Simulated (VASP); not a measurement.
# NiGe3 (Pm-3m) in VASP: further runs, part 3 of 3

VASP 6.6.1. The steps go on from the part before.

## Step 6: Relaxation of cell and atoms, PBE

This run uses another cell than the first one, of 13.99 Å³/atom, 0.851 times its volume.

INCAR

```
SYSTEM = NiGe3
PREC = Accurate
ENCUT = 600
EDIFF = 1E-6
ISMEAR = 0
SIGMA = 0.1
LREAL = .FALSE.
LASPH = .TRUE.
NELM = 100
ALGO = Normal
ISIF = 3
LWAVE = .FALSE.
LCHARG = .FALSE.
GGA = PE
IBRION = 2
NSW = 100
EDIFFG = -0.05
```

KPOINTS

```
Automatic mesh
0
G
  6 6 6
  0 0 0
```

POSCAR

```
NiGe3
1.0
    3.8245629210      0.0000000000      0.0000000000
    0.0000000000      3.8245629210      0.0000000000
    0.0000000000      0.0000000000      3.8245629210
Ge Ni
3 1
Direct
    0.0000000000      0.5000000000      0.5000000000
    0.5000000000      0.0000000000      0.5000000000
    0.5000000000      0.5000000000      0.0000000000
    0.0000000000      0.0000000000      0.0000000000
```

Potentials or basis: VASP PAW PBE potentials, release 64 (Ge_d, Ni).

The run is started by

```console
cat potpaw_PBE.64/Ge_d/POTCAR potpaw_PBE.64/Ni/POTCAR > POTCAR
mpirun -np 1 vasp_std > vasp.out
```

OUTCAR:

```text
SYSTEM = NiGe3
   PREC = Accurate
   ENCUT = 600
   EDIFF = 1E-6
   ISMEAR = 0
   LREAL = .FALSE.
   LASPH = .TRUE.
   NELM = 100
   ISIF = 3
   GGA = PE
   IBRION = 2
   NSW = 100
   EDIFFG = -0.05

 ion  position               nearest neighbor table
   1  0.000  0.500  0.500-   2 2.70   3 2.70   4 2.70   3 2.70   4 2.70   2 2.70   4 2.70   4 2.70
                             2 2.70   3 2.70   3 2.70   2 2.70
   2  0.500  0.000  0.500-   1 2.70   3 2.70   4 2.70   3 2.70   4 2.70   1 2.70   3 2.70   3 2.70
                             1 2.70   4 2.70   4 2.70   1 2.70
   3  0.500  0.500  0.000-   1 2.70   2 2.70   4 2.70   1 2.70   2 2.70   2 2.70   4 2.70   2 2.70
                             1 2.70   4 2.70   1 2.70   4 2.70
   4  0.000  0.000  0.000-   1 2.70   2 2.70   3 2.70   1 2.70   2 2.70   1 2.70   3 2.70   1 2.70
                             2 2.70   3 2.70   2 2.70   3 2.70

  LATTYP: Found a simple cubic cell.
 ALAT       =     3.8245629210

  Lattice vectors:

 A1 = (   3.8245629210,   0.0000000000,   0.0000000000)
 A2 = (   0.0000000000,   3.8245629210,   0.0000000000)
 A3 = (   0.0000000000,   0.0000000000,   3.8245629210)

Analysis of symmetry for initial positions (statically):
=====================================================================
 Subroutine PRICEL returns:
 Original cell was already a primitive cell.

 Routine SETGRP: Setting up the symmetry group for a
 simple cubic supercell.

 Subroutine GETGRP returns: Found 48 space group operations
 (whereof 48 operations were pure point group operations)
 out of a pool of 48 trial point group operations.

The static configuration has the point symmetry O_h .

Analysis of symmetry for dynamics (positions and initial velocities):
=====================================================================
 Subroutine PRICEL returns:
 Original cell was already a primitive cell.

 Routine SETGRP: Setting up the symmetry group for a
 simple cubic supercell.

 Subroutine GETGRP returns: Found 48 space group operations
 (whereof 48 operations were pure point group operations)
 out of a pool of 48 trial point group operations.

The dynamic configuration has the point symmetry O_h .

 Subroutine INISYM returns: Found 48 space group operations
 (whereof 48 operations are pure point group operations),
 and found     1 'primitive' translations

----------------------------------------------------------------------------------------

                                     Primitive cell

  volume of cell :      55.9430

  direct lattice vectors                    reciprocal lattice vectors
     3.824562921  0.000000000  0.000000000     0.261467786  0.000000000  0.000000000
     0.000000000  3.824562921  0.000000000     0.000000000  0.261467786  0.000000000
     0.000000000  0.000000000  3.824562921     0.000000000  0.000000000  0.261467786

  length of vectors
     3.824562921  3.824562921  3.824562921     0.261467786  0.261467786  0.261467786

  position of ions in fractional coordinates (direct lattice)
     0.000000000  0.500000000  0.500000000
     0.500000000  0.000000000  0.500000000
     0.500000000  0.500000000  0.000000000
     0.000000000  0.000000000  0.000000000

  ion indices of the primitive-cell ions
   primitive index   ion index
                 1           1
                 2           2
                 3           3
                 4           4

----------------------------------------------------------------------------------------

 KPOINTS: Automatic mesh

Automatic generation of k-mesh.
 Grid dimensions read from file:
 generate k-points for:    6    6    6

 Generating k-lattice:

  Cartesian coordinates                     Fractional coordinates (reciprocal lattice)
     0.043577964  0.000000000  0.000000000     0.166666667  0.000000000  0.000000000
     0.000000000  0.043577964  0.000000000     0.000000000  0.166666667  0.000000000
     0.000000000  0.000000000  0.043577964     0.000000000  0.000000000  0.166666667

  Length of vectors
     0.043577964  0.043577964  0.043577964

  Shift w.r.t. Gamma in fractional coordinates (k-lattice)
     0.000000000  0.000000000  0.000000000

 Subroutine IBZKPT returns following result:
 ===========================================

 Found     20 irreducible k-points:

 Following reciprocal coordinates:
            Coordinates               Weight
  0.000000  0.000000  0.000000      1.000000
  0.166667  0.000000  0.000000      6.000000
  0.333333  0.000000  0.000000      6.000000
  0.500000  0.000000  0.000000      3.000000
  0.166667  0.166667  0.000000     12.000000
  0.333333  0.166667  0.000000     24.000000
[... 12 lines left out ...]
  0.500000  0.500000  0.333333      6.000000
  0.500000  0.500000  0.500000      1.000000
   k-points           NKPTS =     20   k-points in BZ     NKDIM =     20   number of bands    NBANDS=     31
   number of dos      NEDOS =    301   number of ions     NIONS =      4
   total plane-waves  NPLWV =  32768
   dimension x,y,z NGX =    32 NGY =   32 NGZ =   32
   dimension x,y,z NGXF=    64 NGYF=   64 NGZF=   64
   ions per type =               3   1
   NGX,Y,Z   is equivalent  to a cutoff of  13.91, 13.91, 13.91 a.u.
   NGXF,Y,Z  is equivalent  to a cutoff of  27.82, 27.82, 27.82 a.u.
 SYSTEM =  NiGe3
   PREC   = accura    normal or accurate (medium, high low for compatibility)
   ISTART =      0    job   : 0-new  1-cont  2-samecut
   ICHARG =      2    charge: 1-file 2-atom 10-const
   ISPIN  =      1    spin polarized calculation?
   LNONCOLLINEAR =      F non collinear calculations
   LSORBIT =      F    spin-orbit coupling
   LASPH  =      T    aspherical Exc in radial PAW
   ENCUT  =  600.0 eV  44.10 Ry    6.64 a.u.   7.64  7.64  7.64*2*pi/ulx,y,z
   NELM   =    100;   NELMIN=  2; NELMDL= -5     # of ELM steps
   EDIFF  = 0.1E-05   stopping-criterion for ELM
   LREAL  =      F    real-space projection
   EDIFFG = -.5E-01   stopping-criterion for IOM
   NSW    =    100    number of steps for IOM
   IBRION =      2    ionic relax: 0-MD 1-quasi-New 2-CG
   NFREE  =      1    steps in history (QN), initial steepest desc. (CG)
   ISIF   =      3    stress and relaxation
   ISYM   =      2    0-nonsym 1-usesym 2-fastsym
   POTIM  = 0.5000    time-step for ionic-motion
   TEBEG  =    0.0;   TEEND  =   0.0 temperature during run
   PSTRESS=    0.0 pullay stress
   NELECT =      52.0000    total number of electrons
   NUPDOWN=      -1.0000    fix difference up-down
   EMIN   =  10.00;   EMAX   =-10.00  energy-range for DOS
   EFERMI =   0.00;   METHOD = LEGACY
   ISMEAR =     0;   SIGMA  =   0.10  broadening in eV -4-tet -1-fermi 0-gaus
   EFERMI_NEDOS =   21; number of points for ismear=-14 and -15
   IALGO  =     38    algorithm
   IMIX   =      4    mixing-type and parameters
     AMIX     =   0.40;   BMIX     =  1.00
     AMIX_MAG =   1.60;   BMIX_MAG =  1.00
  volume/ion in A,a.u.               =      13.99        94.38
  Fermi-wavevector in a.u.,A,eV,Ry     =   1.597696  3.019208 34.730672  2.552632
  Thomas-Fermi vector in A             =   2.695262
   LORBIT       =      0    0 simple, 1 ext, 2 COOP (PROOUT), +10 PAW based schemes
   GGA     = PE    functional components
   LHFCALC =     F    Hartree Fock is set to
   AEXX    =    0.0000 exact exchange contribution
   IVDW    =     0    specifies the selected vdW correction
   LEPSILON=     F    determine dielectric tensor
   LRPA    =     F    only Hartree local field effects (RPA)
 conjugate gradient relaxation of ions
 non-spin polarized calculation
 Gauss-broadening in eV      SIGMA  =   0.10
  energy-cutoff  :      600.00
  volume of cell :       55.94
 maximum number of plane-waves:      1890
 NGX is ok and might be reduce to    32
   NGX = 15   NGY = 15   NGZ = 15

--------------------------------------- Ionic step        1  -------------------------------------------

 number of electron      51.9999992 magnetization

 Free energy of the ion-electron system (eV)
  ---------------------------------------------------
  ext. energy  EPLUGINS =         0.00000000
  ---------------------------------------------------
  free energy    TOTEN  =       -17.38107276 eV

  energy without entropy =      -17.36422613  energy(sigma->0) =      -17.37264944

------------------------ aborting loop because EDIFF is reached ----------------------------------------

  FORCE on cell =-STRESS in cart. coord.  units (eV):
  Direction    XX          YY          ZZ          XY          YZ          ZX
  --------------------------------------------------------------------------------------
  -------------------------------------------------------------------------------------
  Total        6.9344174      6.9344174      6.9344174      0.0000000      0.0000000     -0.0000000
  in kB      198.5981201    198.5981201    198.5981201      0.0000000      0.0000000     -0.0000000
  external PRESSURE =     198.5981201 kB  Pullay stress =       0.0000000 kB
[... 61 lines left out ...]
  energy  without entropy=      -17.8019048120  energy(sigma->0) =      -17.81403870

--------------------------------------- Ionic step        3  -------------------------------------------

 number of electron      51.9999966 magnetization

 Free energy of the ion-electron system (eV)
  ---------------------------------------------------
  ext. energy  EPLUGINS =         0.00000000
  ---------------------------------------------------
  free energy    TOTEN  =       -17.91918298 eV

  energy without entropy =      -17.89346339  energy(sigma->0) =      -17.90632318

 E-fermi :   7.4761     XC(G=0): -11.7432

 val. band max:        7.4734919430   @ k =   0.5000   0.1667   0.0000
 cond. band min:       7.5282067054   @ k =   0.5000   0.3333   0.0000
 fundamental gap:      0.0547147624
 Fermi energy:         7.4761453411

 k-point     1 :       0.0000    0.0000    0.0000
  band No.  band energies     occupation
      1     -17.3080      2.00000
      2     -17.3080      2.00000
      3     -17.3080      2.00000
      4     -17.3022      2.00000
      5     -17.2183      2.00000
      6     -17.2183      2.00000
[... 700 lines left out ...]
  FREE ENERGIE OF THE ION-ELECTRON SYSTEM (eV)
  ---------------------------------------------------
  free  energy   TOTEN  =       -17.9191829760 eV

  energy  without entropy=      -17.8934633865  energy(sigma->0) =      -17.90632318

 reached required accuracy - stopping structural energy minimisation
```

Run time: 60 s. Hardware: 1 thread of Intel Xeon 6975P-C (Granite Rapids), shared host; peak memory 0.2 GiB.

Results:

```
Free energy                            : -17.9192 eV
Relaxed volume                         : 16.48 Å³/atom
Relaxed cell                           : a = 4.040 Å, b = 4.040 Å, c = 4.040 Å, α = 90.00°, β = 90.00°, γ = 90.00°
Space group after relaxing (to 0.05 Å) : Pm-3m (No. 221)
Energy gained by relaxing              : 134.5 meV/atom
Ionic steps                            : 3
Pressure after relaxing                : 0.1 GPa
Band gap on the k mesh                 : zero (band 26 reaches 7.60 eV, above the bottom of band 27 at 6.72 eV)
```

The path:
```csv
step,energy change (eV),largest force (eV/Å),pressure (GPa),volume (Å³)
1,0.0000,0.0000,19.86,55.94
2,-0.4451,0.0000,-5.39,71.19
3,-0.5381,0.0000,0.14,65.93
```

Final structure:
```yaml
crystal:
  lattice:
    - [4.03988, 0.00000, 0.00000]
    - [0.00000, 4.03988, 0.00000]
    - [0.00000, 0.00000, 4.03988]
  atoms:
    - { symbol: Ge, position: [0.00000, 0.50000, 0.50000] }
    - { symbol: Ge, position: [0.50000, 0.00000, 0.50000] }
    - { symbol: Ge, position: [0.50000, 0.50000, 0.00000] }
    - { symbol: Ni, position: [0.00000, 0.00000, 0.00000] }
```

Caveat: the volume moved by over 15 % at a fixed basis, so the end points are rough. Spin polarisation is off, so any magnetic state and its effect on volume and gap are missing.

## Step 7: Summary

| task | cell | k mesh | cutoff (eV) | gap on the mesh (eV) | pressure (GPa) |
| --- | --- | --- | --- | --- | --- |
| single point | a = 4.033 Å, 4 atoms | 6 × 6 × 6 | 520 | none | 0.5 |
| single point | a = 4.035 Å, 4 atoms | 10 × 10 × 10 | 520 | none | 0.0 |
| relaxation of cell and atoms | relaxed from a = 3.825 Å, 4 atoms | 6 × 6 × 6 | 600 | none | 0.1 |

Alike in all rows: level PBE; potentials or basis VASP PAW PBE potentials, release 64 (Ge_d, Ni); no spin polarisation; smearing gaussian 0.1 eV.

Caveats: the volume moved by over 15 % at a fixed basis, so the end points are rough (some runs).

Absolute energies hang on the potentials; compare differences alone.
